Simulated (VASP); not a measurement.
Wanted: the native input for a VASP 6.6.1 run.

| Property | Result |
| --- | --- |
| Task | single point |
| Functional | PBEsol |
| Potentials or basis | VASP PAW PBE potentials, release 64 (Ta_sv_GW, N) |
| Cutoff | 700 eV |
| k mesh | 18 × 18 × 8 |
| Occupations | gaussian, width 0.15 eV |
| Spin | no spin polarisation |
| Dipole correction | no |
| Further INCAR settings | ALGO = Normal; EDIFF = 1e-06; NBANDS = 26 |

The structure of TaN lies in POSCAR:

```
TaN
1.0
    3.2421898098      0.0000000000      0.0000000000
   -1.6210949049      2.8078187391      0.0000000000
    0.0000000000      0.0000000000      6.2846287142
Ta N
2 2
Direct
    0.3333333333      0.6666666667      0.0301041378
    0.6666666667      0.3333333333      0.5301041378
    0.3333333333      0.6666666667      0.3548958622
    0.6666666667      0.3333333333      0.8548958622
```

The input as run:

INCAR

```
SYSTEM = TaN
  PREC = Accurate
  ENCUT = 700
  EDIFF = 1E-6
  ISMEAR = 0
  SIGMA = 0.15
  LREAL = .False.
  LASPH = .True.
  NELM = 120
  ALGO = Normal
  ISIF = 2
  LWAVE = .False.
  LCHARG = .False.
  GGA = PS
  NBANDS = 26
  GGA_COMPAT = .False.
```

KPOINTS

```
regular mesh
0
Gamma
  18 18 8
  0 0 0
```

Potentials or basis: VASP PAW PBE potentials, release 64 (Ta_sv_GW, N).

Launch:

```bash
$ cat potpaw_PBE.64/Ta_sv_GW/POTCAR potpaw_PBE.64/N/POTCAR > POTCAR
$ mpirun -np 1 vasp_std > vasp.out
```

Results of the run:

```json
{"Pressure": "-24.6 GPa", "Largest force": "0.087 eV/Å", "Band gap on the k mesh": "zero (bands 18 and 19 overlap by 0.41 eV)"}
```

Caveat: the stress differs along the axes, from -30 to -22 GPa; the PAW data sets were made with another functional, which shifts forces and pressure a little; spin-orbit coupling is left out, which moves the levels of the heavy elements.

It took 7.4 min on 1 thread of Intel(R) Xeon(R) Platinum 8488C (Sapphire Rapids) (shared host), peak memory 0.48 GiB.
